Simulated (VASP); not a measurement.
A run of VASP 6.6.1 is set up as follows.

The input INCAR:

```
ALGO = Normal
EDIFF = 1E-6
ENCUT = 520
GGA = PE
ISIF = 2
ISMEAR = 0
LASPH = T
LCHARG = F
LREAL = F
LWAVE = F
NBANDS = 17
NELM = 100
PREC = Accurate
SIGMA = 0.1
```

The input KPOINTS:

```
k-points
0
Gamma
  6 6 4
```

The input POSCAR:

```
ZrSi2
1.0
    3.6650587800      0.0000000000      0.0000000000
    0.0000000000      3.6650587800      0.0000000000
    0.0000000000      0.0000000000      4.2539074500
Zr Si
1 2
Direct
    0.5000000000      0.5000000000      0.0000000000
    0.0000000000      0.0000000000      0.2154144500
    0.0000000000      0.0000000000      0.7845855500
```

Potentials or basis: VASP PAW PBE potentials, release 64 (Zr_sv, Si).

Launch:

```sh
$ cat potpaw_PBE.64/Zr_sv/POTCAR potpaw_PBE.64/Si/POTCAR > POTCAR
$ mpirun -np 1 vasp_std > vasp.out
```

Task: What does it give for the largest force?

Result: 12.659 eV/Å.

Task: What does it give for the pressure?

Result: 20.3 GPa.

Task: Predict the band gap on the k mesh.

Result: Zero (bands 10 and 11 overlap by 1.77 eV).

Stress tensor (GPa, compression positive):
```
 0.42  0.00  0.00
 0.00  0.42  0.00
 0.00  0.00 60.12
```

Caveat: the k points lie up to 0.37 Å⁻¹ apart, too coarse for converged energies and pressures of a metal; forces of over 1 eV/Å act on the atoms, so gaps and moduli don't describe the material at rest.
